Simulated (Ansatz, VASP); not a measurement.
Given: the input of a run of Ansatz 0.2.0 on Te2Mo.

The input input.yaml:

```yaml
crystal:
  lattice:
    - [3.4463798477, 0.0, 0.0]
    - [-1.7231899238, 2.9846524992, 0.0]
    - [0.0, 0.0, 13.6883444487]
  atoms:
    - { symbol: Te, position: [0.6666666667, 0.3333333333, 0.379] }
    - { symbol: Te, position: [0.3333333333, 0.6666666667, 0.879] }
    - { symbol: Te, position: [0.6666666667, 0.3333333333, 0.121] }
    - { symbol: Te, position: [0.3333333333, 0.6666666667, 0.621] }
    - { symbol: Mo, position: [0.6666666667, 0.3333333333, 0.75] }
    - { symbol: Mo, position: [0.3333333333, 0.6666666667, 0.25] }
hamiltonian:
  xc: pbe
  pseudopotentials: { kind: paw_fr }
magnetization:
  noncollinear: true
  spin_orbit: true
kpoints:
  mp_grid: { grid: [9, 9, 2] }
scf:
  occupations: { method: fermi_dirac, width: 0.05 }
output:
  forces: true
  stress: true
  eigenvalues: true
```

Potentials or basis: Ansatz PAW.

Launch:

```console
$ ansatz run input.yaml --threads 2 --pin off --max-ram 5120MiB --backend cpu --events-out ev --progress --plain --runs-dir out
```

**Question.** Translate it to VASP 6.6.1. Potentials there: VASP PAW PBE potentials, release 64 (Te, Mo_sv).

**Answer.** As run (the cutoff follows the program's own potentials):

INCAR

```
SYSTEM = Te2Mo
ALGO = Normal
EDIFF = 1E-6
ENCUT = 520
GGA = PE
GGA_COMPAT = .FALSE.
ISIF = 2
ISMEAR = -1
LASPH = .TRUE.
LCHARG = .TRUE.
LMAXMIX = 4
LNONCOLLINEAR = .TRUE.
LORBIT = 11
LORBMOM = .TRUE.
LREAL = .FALSE.
LSORBIT = .TRUE.
LVHAR = .TRUE.
LWAVE = .FALSE.
MAGMOM = 0 0 0 0 0 0 0 0 0 0 0 0 0 0 0 0 0 0
NBANDS = 68
NELM = 150
PREC = Accurate
SIGMA = 0.05
```

KPOINTS

```
k-points
0
G
  9 9 2
  0 0 0
```

File POSCAR:

```
Te2Mo
1.0
    3.4463798477      0.0000000000      0.0000000000
   -1.7231899238      2.9846524992      0.0000000000
    0.0000000000      0.0000000000     13.6883444487
Te Mo
4 2
Direct
    0.6666666667      0.3333333333      0.3790000000
    0.3333333333      0.6666666667      0.8790000000
    0.6666666667      0.3333333333      0.1210000000
    0.3333333333      0.6666666667      0.6210000000
    0.6666666667      0.3333333333      0.7500000000
    0.3333333333      0.6666666667      0.2500000000
```

Potentials or basis: VASP PAW PBE potentials, release 64 (Te, Mo_sv).

Command:

```bash
$ cat potpaw_PBE.64/Te/POTCAR potpaw_PBE.64/Mo_sv/POTCAR > POTCAR
$ mpirun -np 1 vasp_ncl > vasp.out
```

Both were run:

|  | VASP | Ansatz | Ansatz less VASP |
| --- | --- | --- | --- |
| pressure (GPa) | 10.5 | 10.5 | +0.03 |
| traceless stress, the component that is largest in VASP (GPa) | 1.72 | 1.63 | -0.093 |
| rms of the force components (eV/Å) | 0.544 | 0.531 | -0.0127 |

Atom by atom the forces differ by 0.013 eV/Å (rms over components). VASP's potentials hold 52 valence electrons a cell and Ansatz's 92, so a difference there can come from the potentials and not from the codes.

Noted on Ansatz's run: odd divisions of the mesh miss points on the zone boundary, where band edges often lie, so the gap on the mesh can be too wide.
